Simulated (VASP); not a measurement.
# AlP: single point with r2SCAN

AlP:

```
Al P
1.0
     0.00000    2.62969    2.62969
     2.62969    0.00000    2.62969
     2.62969    2.62969    0.00000
Al P
1 1
Direct
  0.00000 0.00000 0.00000
  0.25000 0.25000 0.25000
```

This cell differs from its parent crystal: strain -4.0%.

```json
{"Program": "VASP 6.6.1", "Task": "single point", "Functional": "r2SCAN", "Potentials or basis": "VASP PAW PBE potentials, release 64 (Al, P)", "Cutoff": "550 eV", "k mesh": "8 × 8 × 8", "Occupations": "gaussian, width 0.01 eV", "Spin": "no spin polarisation"}
```

```
Pressure               : 13.8 GPa
Band gap on the k mesh : 1.68 eV, indirect (least direct gap 4.10 eV)
```

Levels at points of the mesh, in eV from the valence-band top:
```csv
k point,band 1,band 2,band 3,band 4,band 5,band 6,band 7,band 8
"(0.00, 0.00, 0.00)",-12.69,0.00,0.00,0.00,5.06,5.14,5.14,5.14
"(0.50, 0.00, 0.00)",-10.65,-6.22,-0.86,-0.86,3.78,5.24,5.24,9.30
"(0.50, 0.50, 0.00)",-9.83,-5.85,-2.42,-2.42,1.67,2.80,12.96,12.96
```

It took 32 s on 1 thread of AMD EPYC 9R45 96-Core Processor (Zen 5) (shared host), peak memory 0.13 GiB.

Caveat: the cell differs from its parent crystal (strain -4.0%); the PAW data sets were made with another functional, which shifts forces and pressure a little. A k mesh can miss the band edges.
